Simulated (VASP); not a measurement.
Wanted: the native input for a VASP 6.6.1 run.

```yaml
Task: single point
Functional: LDA
Potentials_or_basis: VASP PAW LDA potentials, release 64 (Cu, I)
Cutoff: 520 eV
k_mesh: 4 × 4 × 4
Occupations: gaussian, width 0.01 eV
Spin: no spin polarisation
Dipole_correction: no
Further_INCAR_settings: ALGO = Normal; EDIFF = 1e-06; NBANDS = 26
```

The structure of CuI lies in POSCAR:

```
CuI
1.0
    4.0229000000      0.0000000000      0.0000000000
    0.0000000000      4.0229000000      0.0000000000
    0.0000000000      0.0000000000      5.6506000000
Cu I
2 2
Direct
    0.0000000000      0.0000000000      0.0000000000
    0.5000000000      0.5000000000      0.0000000000
    0.0000000000      0.5000000000      0.2913000000
    0.5000000000      0.0000000000      0.7087000000
```

These files were run (other wordings do the same):

INCAR

```
SYSTEM = CuI
ALGO     = Normal         ! electronic algorithm
EDIFF    = 1E-6           ! SCF threshold, eV
ENCUT    = 520            ! plane-wave cutoff, eV
ISIF     = 2              ! what is computed and relaxed
ISMEAR   = 0              ! smearing method
LASPH    = .TRUE.         ! aspherical terms in the spheres
LCHARG   = .TRUE.         ! write CHGCAR
LELF     = .TRUE.         ! ELF
LREAL    = .FALSE.        ! projectors in reciprocal space
LVHAR    = .TRUE.       
LWAVE    = .FALSE.        ! write WAVECAR
NBANDS   = 26             ! bands
NELM     = 100            ! most SCF steps
PREC     = Accurate       ! precision mode
SIGMA    = 0.01           ! smearing width, eV
```

KPOINTS

```
k-points
0
G
  4 4 4
  0 0 0
```

Potentials or basis: VASP PAW LDA potentials, release 64 (Cu, I).

Command:

```bash
$ cat potpaw_LDA.64/Cu/POTCAR potpaw_LDA.64/I/POTCAR > POTCAR
$ mpirun -np 1 vasp_std > vasp.out
```

It gave:

The pressure is 0.5 GPa, the largest force is 0.312 eV/Å and the band gap on the k mesh is 1.43 eV.

Caveat: spin-orbit coupling is left out, which moves the levels of the heavy elements.

Run time: 78 s on 1 thread of Intel Xeon 8259CL, on a shared host, peak memory 0.18 GiB.
